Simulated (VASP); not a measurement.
A run of VASP 6.6.1:

INCAR

```
  PREC = Accurate
  ENCUT = 520
  EDIFF = 1E-6
  ISMEAR = -1
  SIGMA = 0.1
  LREAL = False
  LASPH = True
  NELM = 60
  ALGO = Normal
  ISIF = 2
  LWAVE = False
  LCHARG = False
  GGA = PS
  NBANDS = 13
```

Contents of KPOINTS:

```
Automatic mesh
0
Gamma
  17 17 9
```

Contents of POSCAR:

```
S
1.0
    2.6987009053      0.0000000000      0.0000000000
   -1.3493504526      2.3371435412      0.0000000000
    0.0000000000      0.0000000000      3.3878823539
S
2
Direct
    0.3333333333      0.6666666667      0.2500000000
    0.6666666667      0.3333333333      0.7500000000
```

Potentials or basis: VASP PAW PBE potentials, release 64 (S).

Launch:

```bash
$ cat potpaw_PBE.64/S/POTCAR > POTCAR
$ mpirun -np 1 vasp_std > vasp.out
```

Hardware: 1 thread of AMD EPYC 7R13, on a shared host.

Q: How long does it take, and how much memory?

A: Run time: 43 s on 1 thread of AMD EPYC 7R13 (shared host), peak memory 0.12 GiB. Counts: scf iterations 10, k points 165.
